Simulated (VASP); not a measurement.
# Bi2TeSe2 (R-3m) in VASP: notebook

The runs below take Bi2TeSe2 through single point, with PBEsol.

Everything below comes from runs of VASP 6.6.1. Logs are shortened: lines on timing, memory, paths and dates and some standing lists are left out, and cuts for length are marked.

**1. The cell of the first run**

It takes space group R-3m (No. 166, trigonal). Conventional cell: a = 4.058 Å, b = 4.058 Å, c = 28.263 Å, α = 90.00°, β = 90.00°, γ = 120.00°. Bi (site symmetry 3m) has 3 Se at 2.84 Å and 3 Te at 2.97 Å within 3.7 Å. Te (site symmetry -3m) has 6 Bi at 2.97 Å within 3.9 Å. Within 3.7 Å of Se (site symmetry 3m) lie 3 Bi at 2.84 Å and 3 Se at 3.46 Å.

**2. Single point, PBEsol (strain -0.030 along x and y, -0.030 along z)**

INCAR

```
SYSTEM = Bi2TeSe2
PREC     = Accurate       ! precision mode
ENCUT    = 520            ! plane-wave cutoff, eV
EDIFF    = 1E-6           ! SCF threshold, eV
ISMEAR   = 0              ! smearing method
SIGMA    = 0.05           ! smearing width, eV
LREAL    = .False.        ! projectors in reciprocal space
LASPH    = .True.         ! aspherical terms in the spheres
NELM     = 100            ! most SCF steps
ALGO     = Normal         ! electronic algorithm
ISIF     = 2              ! what is computed and relaxed
LWAVE    = .False.        ! write WAVECAR
LCHARG   = .False.        ! write CHGCAR
GGA      = PS             ! functional
NBANDS   = 32             ! bands
LUSENCCL = .False.
```

KPOINTS

```
regular mesh
0
Gamma
  12 12 12
  0 0 0
```

POSCAR

```
Bi2TeSe2
1.0
    2.0287562046      1.1713029409      9.4209601000
   -2.0287562046      1.1713029409      9.4209601000
    0.0000000000     -2.3426058817      9.4209601000
Bi Te Se
2 1 2
Direct
    0.3980600000      0.3980600000      0.3980600000
    0.6019400000      0.6019400000      0.6019400000
    0.0000000000      0.0000000000      0.0000000000
    0.2116000000      0.2116000000      0.2116000000
    0.7884000000      0.7884000000      0.7884000000
```

Potentials or basis: VASP PAW PBE potentials, release 64 (Bi_d, Te, Se).

Command:

```console
> cat potpaw_PBE.64/Bi_d/POTCAR potpaw_PBE.64/Te/POTCAR potpaw_PBE.64/Se/POTCAR > POTCAR
> mpirun -np 1 vasp_std > vasp.out
```

OUTCAR:

```text
SYSTEM = Bi2TeSe2
   PREC = Accurate
   ENCUT = 520
   EDIFF = 1E-6
   ISMEAR = 0
   LREAL = .False.
   LASPH = .True.
   NELM = 100
   ISIF = 2
   GGA = PS

 ion  position               nearest neighbor table
   1  0.398  0.398  0.398-   5 2.84   5 2.84   5 2.84   3 2.97   3 2.97   3 2.97
   2  0.602  0.602  0.602-   4 2.84   4 2.84   4 2.84   3 2.97   3 2.97   3 2.97
   3  0.000  0.000  0.000-   2 2.97   2 2.97   1 2.97   1 2.97   2 2.97   1 2.97
   4  0.212  0.212  0.212-   2 2.84   2 2.84   2 2.84
   5  0.788  0.788  0.788-   1 2.84   1 2.84   1 2.84

  LATTYP: Found a trigonal (rhomboedric) cell.
 ALAT       =     9.7078469046
 COS(alpha) =     0.9126538273

  Lattice vectors:

 A1 = (   2.0287562046,   1.1713029409,   9.4209601000)
 A2 = (  -2.0287562046,   1.1713029409,   9.4209601000)
 A3 = (   0.0000000000,  -2.3426058817,   9.4209601000)

Analysis of symmetry for initial positions (statically):
=====================================================================
 Subroutine PRICEL returns:
 Original cell was already a primitive cell.

 Routine SETGRP: Setting up the symmetry group for a
 trigonal (rhombohedral) supercell.

 Subroutine GETGRP returns: Found 12 space group operations
 (whereof 12 operations were pure point group operations)
 out of a pool of 12 trial point group operations.

The static configuration has the point symmetry D_3d.

Analysis of symmetry for dynamics (positions and initial velocities):
=====================================================================
 Subroutine PRICEL returns:
 Original cell was already a primitive cell.

 Routine SETGRP: Setting up the symmetry group for a
 trigonal (rhombohedral) supercell.

 Subroutine GETGRP returns: Found 12 space group operations
 (whereof 12 operations were pure point group operations)
 out of a pool of 12 trial point group operations.

The dynamic configuration has the point symmetry D_3d.

 Subroutine INISYM returns: Found 12 space group operations
 (whereof 12 operations are pure point group operations),
 and found     1 'primitive' translations

----------------------------------------------------------------------------------------

                                     Primitive cell

  volume of cell :     134.3215

  direct lattice vectors                    reciprocal lattice vectors
     2.028756205  1.171302941  9.420960100     0.246456424  0.142291683  0.035382098
    -2.028756205  1.171302941  9.420960100    -0.246456424  0.142291683  0.035382098
     0.000000000 -2.342605882  9.420960100     0.000000000 -0.284583366  0.035382098

  length of vectors
     9.707846905  9.707846905  9.707846905     0.286774450  0.286774450  0.286774450

  position of ions in fractional coordinates (direct lattice)
     0.398060000  0.398060000  0.398060000
     0.601940000  0.601940000  0.601940000
     0.000000000  0.000000000  0.000000000
     0.211600000  0.211600000  0.211600000
     0.788400000  0.788400000  0.788400000

  ion indices of the primitive-cell ions
   primitive index   ion index
                 1           1
                 2           2
                 3           3
                 4           4
                 5           5

----------------------------------------------------------------------------------------

 KPOINTS: regular mesh

Automatic generation of k-mesh.
 Grid dimensions read from file:
 generate k-points for:   12   12   12

 Generating k-lattice:

  Cartesian coordinates                     Fractional coordinates (reciprocal lattice)
     0.020538035  0.011857640  0.002948508     0.083333333  0.000000000 -0.000000000
    -0.020538035  0.011857640  0.002948508     0.000000000  0.083333333 -0.000000000
     0.000000000 -0.023715280  0.002948508    -0.000000000 -0.000000000  0.083333333

  Length of vectors
     0.023897871  0.023897871  0.023897871

  Shift w.r.t. Gamma in fractional coordinates (k-lattice)
     0.000000000  0.000000000  0.000000000

 Subroutine IBZKPT returns following result:
 ===========================================

 Found    189 irreducible k-points:

 Following reciprocal coordinates:
            Coordinates               Weight
  0.000000  0.000000  0.000000      1.000000
  0.083333  0.000000  0.000000      6.000000
  0.166667  0.000000  0.000000      6.000000
  0.250000  0.000000  0.000000      6.000000
  0.333333  0.000000  0.000000      6.000000
  0.416667  0.000000  0.000000      6.000000
[... 16 lines left out ...]
  0.500000  0.166667  0.000000     12.000000
 -0.416667  0.166667  0.000000     12.000000
 [... further k-points ...]
   k-points           NKPTS =    189   k-points in BZ     NKDIM =    189   number of bands    NBANDS=     32
   number of dos      NEDOS =    301   number of ions     NIONS =      5
   total plane-waves  NPLWV = 373248
   dimension x,y,z NGX =    72 NGY =   72 NGZ =   72
   dimension x,y,z NGXF=   144 NGYF=  144 NGZF=  144
   ions per type =               2   1   2
   NGX,Y,Z   is equivalent  to a cutoff of  12.33, 12.33, 12.33 a.u.
   NGXF,Y,Z  is equivalent  to a cutoff of  24.66, 24.66, 24.66 a.u.
 SYSTEM =  Bi2TeSe2
   PREC   = accura    normal or accurate (medium, high low for compatibility)
   ISTART =      0    job   : 0-new  1-cont  2-samecut
   ICHARG =      2    charge: 1-file 2-atom 10-const
   ISPIN  =      1    spin polarized calculation?
   LNONCOLLINEAR =      F non collinear calculations
   LSORBIT =      F    spin-orbit coupling
   LASPH  =      T    aspherical Exc in radial PAW
   ENCUT  =  520.0 eV  38.22 Ry    6.18 a.u.  18.05 18.05 18.05*2*pi/ulx,y,z
   NELM   =    100;   NELMIN=  2; NELMDL= -5     # of ELM steps
   EDIFF  = 0.1E-05   stopping-criterion for ELM
   LREAL  =      F    real-space projection
   EDIFFG = 0.1E-04   stopping-criterion for IOM
   NSW    =      0    number of steps for IOM
   IBRION =     -1    ionic relax: 0-MD 1-quasi-New 2-CG
   NFREE  =      0    steps in history (QN), initial steepest desc. (CG)
   ISIF   =      2    stress and relaxation
   ISYM   =      2    0-nonsym 1-usesym 2-fastsym
   POTIM  = 0.5000    time-step for ionic-motion
   TEBEG  =    0.0;   TEEND  =   0.0 temperature during run
   PSTRESS=    0.0 pullay stress
   NELECT =      48.0000    total number of electrons
   NUPDOWN=      -1.0000    fix difference up-down
   EMIN   =  10.00;   EMAX   =-10.00  energy-range for DOS
   EFERMI =   0.00;   METHOD = LEGACY
   ISMEAR =     0;   SIGMA  =   0.05  broadening in eV -4-tet -1-fermi 0-gaus
   EFERMI_NEDOS =   21; number of points for ismear=-14 and -15
   IALGO  =     38    algorithm
   IMIX   =      4    mixing-type and parameters
     AMIX     =   0.40;   BMIX     =  1.00
     AMIX_MAG =   1.60;   BMIX_MAG =  1.00
  volume/ion in A,a.u.               =      26.86       181.29
  Fermi-wavevector in a.u.,A,eV,Ry     =   1.161734  2.195359 18.362778  1.349626
  Thomas-Fermi vector in A             =   2.298303
   LORBIT       =      0    0 simple, 1 ext, 2 COOP (PROOUT), +10 PAW based schemes
   GGA     = PS    functional components
   LHFCALC =     F    Hartree Fock is set to
   AEXX    =    0.0000 exact exchange contribution
   IVDW    =     0    specifies the selected vdW correction
   LEPSILON=     F    determine dielectric tensor
   LRPA    =     F    only Hartree local field effects (RPA)
 non-spin polarized calculation
 Gauss-broadening in eV      SIGMA  =   0.05
  energy-cutoff  :      520.00
  volume of cell :      134.32
 maximum number of plane-waves:      3649
   NGX = 37   NGY = 37   NGZ = 37

 number of electron      47.9999996 magnetization

 Free energy of the ion-electron system (eV)
  ---------------------------------------------------
  ext. energy  EPLUGINS =         0.00000000
  ---------------------------------------------------
  free energy    TOTEN  =       -20.54410619 eV

  energy without entropy =      -20.54410619  energy(sigma->0) =      -20.54410619

 E-fermi :   6.8598     XC(G=0): -10.1214

 val. band max:        6.6779231771   @ k =   0.0000   0.0000   0.0000
 cond. band min:       7.0390965539   @ k =   0.0000   0.0000   0.0000
 fundamental gap:      0.3611733768
 Fermi energy:         6.8598454716

 k-point     1 :       0.0000    0.0000    0.0000
  band No.  band energies     occupation
      1     -16.5249      2.00000
      2     -16.5249      2.00000
      3     -16.5175      2.00000
      4     -16.5175      2.00000
      5     -16.5024      2.00000
      6     -16.4984      2.00000
[... 24 lines left out ...]
     31      11.8580      0.00000
     32      12.6531      0.00000

 k-point     2 :       0.0833    0.0000    0.0000
  band No.  band energies     occupation
      1     -16.5271      2.00000
      2     -16.5233      2.00000
      3     -16.5191      2.00000
      4     -16.5160      2.00000
      5     -16.5011      2.00000
      6     -16.4975      2.00000
[... 24 lines left out ...]
     31      11.6080      0.00000
     32      11.9578      0.00000

 k-point     3 :       0.1667    0.0000    0.0000
  band No.  band energies     occupation
      1     -16.5332      2.00000
      2     -16.5240      2.00000
      3     -16.5196      2.00000
      4     -16.5122      2.00000
      5     -16.4993      2.00000
      6     -16.4953      2.00000
[... 24 lines left out ...]
     31      10.7910      0.00000
     32      12.0486      0.00000

 k-point     4 :       0.2500    0.0000    0.0000
  band No.  band energies     occupation
      1     -16.5422      2.00000
      2     -16.5311      2.00000
      3     -16.5166      2.00000
      4     -16.5082      2.00000
      5     -16.5016      2.00000
      6     -16.4932      2.00000
[... 654 lines left out ...]
     31      11.6961      0.00000
     32      12.1007      0.00000

 k-point    23 :       0.5000    0.1667    0.0000
  band No.  band energies     occupation
      1     -16.5519      2.00000
      2     -16.5388      2.00000
      3     -16.5214      2.00000
      4     -16.5104      2.00000
      5     -16.5004      2.00000
      6     -16.4933      2.00000
[... 24 lines left out ...]
     31      11.9366      0.00000
     32      12.1364      0.00000

 k-point    24 :      -0.4167    0.1667    0.0000
  band No.  band energies     occupation
      1     -16.5537      2.00000
      2     -16.5394      2.00000
      3     -16.5227      2.00000
      4     -16.5101      2.00000
      5     -16.5010      2.00000
      6     -16.4935      2.00000
[... 24 lines left out ...]
     31      11.7354      0.00000
     32      12.1540      0.00000

 [... further k-points ...]

------------------------ aborting loop because EDIFF is reached ----------------------------------------

  FORCE on cell =-STRESS in cart. coord.  units (eV):
  Direction    XX          YY          ZZ          XY          YZ          ZX
  --------------------------------------------------------------------------------------
  -------------------------------------------------------------------------------------
  Total        7.7143598      7.7143598      8.2578947      0.0000000      0.0000000      0.0000000
  in kB       92.0163416     92.0163416     98.4995876      0.0000000      0.0000000      0.0000000
  external PRESSURE =      94.1774236 kB  Pullay stress =       0.0000000 kB

 VOLUME and BASIS-vectors are now :
 -----------------------------------------------------------------------------
  energy-cutoff  :      520.00
  volume of cell :      134.32
      direct lattice vectors                 reciprocal lattice vectors
     2.028756205  1.171302941  9.420960100     0.246456424  0.142291683  0.035382098
    -2.028756205  1.171302941  9.420960100    -0.246456424  0.142291683  0.035382098
     0.000000000 -2.342605882  9.420960100     0.000000000 -0.284583366  0.035382098

 POSITION                                       TOTAL-FORCE (eV/Angst)
 -----------------------------------------------------------------------------------
      0.00000      0.00000     11.25032         0.000000      0.000000      1.992629
      0.00000      0.00000     17.01256         0.000000     -0.000000     -1.992629
      0.00000      0.00000      0.00000         0.000000      0.000000      0.000000
      0.00000      0.00000      5.98043         0.000000     -0.000000     -0.105280
      0.00000      0.00000     22.28245         0.000000      0.000000      0.105280
 -----------------------------------------------------------------------------------
    total drift:                               -0.000000      0.000000     -0.000000

  FREE ENERGIE OF THE ION-ELECTRON SYSTEM (eV)
  ---------------------------------------------------
  free  energy   TOTEN  =       -20.5441061941 eV

  energy  without entropy=      -20.5441061941  energy(sigma->0) =      -20.54410619
```

It took 10 min on 1 × NVIDIA H100 80GB with 1 thread of AMD EPYC 7R13 (Zen 3), shared host; peak memory 2.1 GiB.

Results:

```
Free energy            : -20.5441 eV
Pressure               : 9.4 GPa
Largest force          : 1.993 eV/Å
Band gap on the k mesh : 0.36 eV
```

Forces on the atoms (eV/Å):
```
Bi   0.000  0.000  1.993
Bi   0.000  0.000 -1.993
Te   0.000  0.000  0.000
Se   0.000  0.000 -0.105
Se   0.000  0.000  0.105
```

Stress tensor (GPa, compression positive):
```
9.20 0.00 0.00
0.00 9.20 0.00
0.00 0.00 9.85
```

Caveat: the cell differs from its parent crystal (strain -0.030 along x and y, -0.030 along z); the cell stands under pressure; the PAW data sets were made with another functional, which shifts forces and pressure a little; spin-orbit coupling is left out, which moves the levels of the heavy elements. A k mesh can miss the band edges.

**3. Single point, PBEsol (strain -0.030 along x and y, -0.015 along z)**

INCAR

```
SYSTEM = Bi2TeSe2
ALGO = Normal ; EDIFF = 1E-6
ENCUT = 520 ; GGA = PS
ISIF = 2 ; ISMEAR = 0
LASPH = .True. ; LCHARG = .False.
LREAL = .False. ; LUSENCCL = .False.
LWAVE = .False. ; NBANDS = 32
NELM = 100 ; PREC = Accurate
SIGMA = 0.05
```

KPOINTS

```
k-points
0
Gamma
  12 12 12
  0 0 0
```

Changes to POSCAR since step 2:

```diff
@@ -2,5 +2,5 @@
 1.0
-    2.0287562046      1.1713029409      9.4209601000
-   -2.0287562046      1.1713029409      9.4209601000
-    0.0000000000     -2.3426058817      9.4209601000
+    2.0287562046      1.1713029409      9.5666450500
+   -2.0287562046      1.1713029409      9.5666450500
+    0.0000000000     -2.3426058817      9.5666450500
 Bi Te Se
```

Potentials or basis: VASP PAW PBE potentials, release 64 (Bi_d, Te, Se).

Command:

```console
> cat potpaw_PBE.64/Bi_d/POTCAR potpaw_PBE.64/Te/POTCAR potpaw_PBE.64/Se/POTCAR > POTCAR
> mpirun -np 1 vasp_std > vasp.out
```

It took 10 min on 1 × NVIDIA H100 80GB with 1 thread of AMD EPYC 7R13 (Zen 3), shared host; peak memory 2.3 GiB.

It converged, with:

- Free energy: -20.6600 eV
- Pressure: 7.9 GPa
- Largest force: 1.967 eV/Å
- Band gap on the k mesh: 0.42 eV

Forces on the atoms (eV/Å):
```
Bi   0.000  0.000  1.967
Bi   0.000  0.000 -1.967
Te   0.000  0.000  0.000
Se   0.000  0.000  0.070
Se   0.000  0.000 -0.070
```

Levels at points of the mesh, in eV from the valence-band top:
| k point | band 21 | band 22 | band 23 | band 24 | band 25 | band 26 | band 27 | band 28 |
| --- | --- | --- | --- | --- | --- | --- | --- | --- |
| (0.00, 0.00, 0.00) | -1.80 | -1.15 | -1.15 | 0.00 | 0.42 | 0.89 | 0.89 | 2.19 |
| (0.50, 0.00, 0.00) | -3.05 | -2.54 | -1.24 | -0.62 | 0.73 | 1.33 | 2.68 | 2.90 |
| (0.50, 0.50, 0.00) | -2.16 | -2.02 | -1.80 | -1.17 | 1.04 | 1.74 | 2.01 | 2.68 |
| (0.50, 0.50, 0.50) | -1.42 | -1.42 | -1.35 | -0.48 | 0.87 | 1.18 | 1.18 | 1.99 |

Caveat: the cell differs from its parent crystal (strain -0.030 along x and y, -0.015 along z); the cell stands under pressure; the PAW data sets were made with another functional, which shifts forces and pressure a little; spin-orbit coupling is left out, which moves the levels of the heavy elements.

(Continued in part 2 of 2.)
